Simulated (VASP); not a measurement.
Here is a VASP 6.6.1 calculation.

The input INCAR:

```
SYSTEM = Ge
PREC = Accurate
ENCUT = 520
EDIFF = 1E-6
ISMEAR = 0
SIGMA = 0.15
LREAL = .FALSE.
LASPH = .TRUE.
NELM = 100
ALGO = Fast
ISIF = 2
LWAVE = .FALSE.
LCHARG = .TRUE.
GGA = PS
LELF = .TRUE.
LVHAR = .TRUE.
NBANDS = 21
```

The input KPOINTS:

```
Automatic mesh
0
G
  18 18 18
  0 0 0
```

POSCAR

```
Ge
1.0
    0.0000000000      2.9230171483      2.8804489374
    2.9230171483      0.0000000000      2.8804489374
    2.9230171483      2.9230171483      0.0000000000
Ge
2
Direct
    0.5000000000      0.5000000000      0.5000000000
    0.7500000000      0.7500000000      0.7500000000
```

Potentials or basis: VASP PAW PBE potentials, release 64 (Ge_d).

Launch:

```bash
$ cat potpaw_PBE.64/Ge_d/POTCAR > POTCAR
$ mpirun -np 1 vasp_std > vasp.out
```

Problem. Predict the pressure.

Solution. -3.9 GPa.

Problem. Estimate the band gap on the k mesh.

Solution. Zero (bands 14 and 15 overlap by 0.09 eV).

Stress tensor (GPa, compression positive):
```
-4.18  0.00  0.00
 0.00 -4.18  0.00
 0.00  0.00 -3.25
```

Caveat: the cell differs from its parent crystal (strain +0.030 along x and y, +0.015 along z); the cell stands under tension; semilocal functionals underestimate gaps, and a narrow one can read as zero; the PAW data sets were made with another functional, which shifts forces and pressure a little.
